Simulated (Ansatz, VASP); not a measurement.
## Two plane-wave programs on MgS

File INCAR:

```
PREC = Accurate
ENCUT = 520
EDIFF = 1E-8
ISMEAR = -1
SIGMA = 0.03
LREAL = F
LASPH = T
NELM = 80
ALGO = Normal
ISIF = 2
LWAVE = F
LCHARG = F
GGA = PS
LEFG = T
NBANDS = 11
```

Contents of KPOINTS:

```
Automatic mesh
0
Gamma
  10 10 10
```

The input POSCAR:

```
MgS
1.0
    0.0000000000      2.6102934190      2.6102934190
    2.6102934190      0.0000000000      2.6102934190
    2.6102934190      2.6102934190      0.0000000000
Mg S
1 1
Direct
    0.0000000000      0.0000000000      0.0000000000
    0.5000000000      0.5000000000      0.5000000000
```

Input for Ansatz:

```yaml
crystal:
  lattice:
    - [0.0, 2.610293419, 2.610293419]
    - [2.610293419, 0.0, 2.610293419]
    - [2.610293419, 2.610293419, 0.0]
  atoms:
    - { symbol: Mg, position: [0.0, 0.0, 0.0] }
    - { symbol: S, position: [0.5, 0.5, 0.5] }
kpoints:
  mp_grid: { grid: [10, 10, 10] }
scf:
  occupations: { method: fermi_dirac, width: 0.03 }
hamiltonian:
  xc: pbesol
  pseudopotentials: { kind: paw }
output:
  forces: true
  stress: true
  eigenvalues: true
  efg: { contact_densities: true }
```

Change from the starting cell: volume scaled by 1.01, PAW files.

Alike in both runs: task electric field gradients; functional PBEsol; k mesh 10 × 10 × 10; occupations fermi-dirac, width 0.03 eV; no spin polarisation.

```csv
,VASP,Ansatz
version,VASP 6.6.1,Ansatz 0.2.0
potentials or method,"VASP PAW PBE potentials, release 64 (Mg, S)","PAW with Ansatz's default frozen-core files, scalar-relativistic"
plane-wave cutoff (eV),520,420
valence electrons in the cell,8,16
```

Ansatz gave:

| Property | Result |
| --- | --- |
| gap on the k mesh at the Fermi level (eV) | 2.68 |
| pressure (GPa) | -1.7 |

Which values does VASP return?

gap on the k mesh at the Fermi level (eV): 2.68; pressure (GPa): -1.9.

VASP's potentials were made for PBE, not for PBEsol. VASP's potentials hold 8 valence electrons a cell and Ansatz's 16, so a difference there can come from the potentials and not from the codes.
